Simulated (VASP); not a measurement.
Wanted: the native input for a VASP 6.6.1 run.

```yaml
Task: single point
Functional: PBEsol
Potentials_or_basis: VASP PAW PBE potentials, release 64 (In_d, Sb)
Cutoff: 520 eV
k_mesh: 12 × 12 × 12
Occupations: gaussian, width 0.15 eV
Spin: no spin polarisation
Dipole_correction: no
Further_INCAR_settings: ALGO = Normal; EDIFF = 1e-07; NBANDS = 16
```

The structure of InSb lies in POSCAR:

```
InSb
1.0
    3.8076520000      0.0000000000      0.0000000000
    0.0000000000      3.8076520000      0.0000000000
    0.0000000000      0.0000000000      3.8076520000
In Sb
1 1
Direct
    0.0000000000      0.0000000000      0.0000000000
    0.5000000000      0.5000000000      0.5000000000
```

These files were run (other wordings do the same):

INCAR

```
PREC = Accurate
ENCUT = 520
EDIFF = 1E-7
ISMEAR = 0
SIGMA = 0.15
LREAL = F
LASPH = T
NELM = 80
ALGO = Normal
ISIF = 2
LWAVE = F
LCHARG = F
GGA = PS
NBANDS = 16
```

KPOINTS

```
regular mesh
0
Gamma
  12 12 12
```

Potentials or basis: VASP PAW PBE potentials, release 64 (In_d, Sb).

Run with:

```console
$ cat potpaw_PBE.64/In_d/POTCAR potpaw_PBE.64/Sb/POTCAR > POTCAR
$ mpirun -np 1 vasp_std > vasp.out
```

Results of the run:

```yaml
Pressure: -3.0 GPa
Band_gap_on_the_k_mesh: zero (bands 9 and 10 overlap by 3.33 eV)
```

Caveat: the PAW data sets were made with another functional, which shifts forces and pressure a little; spin-orbit coupling is left out, which moves the levels of the heavy elements.

Run time: 51 s on 1 thread of Intel Xeon 8259CL, with other jobs on the host, peak memory 0.21 GiB.
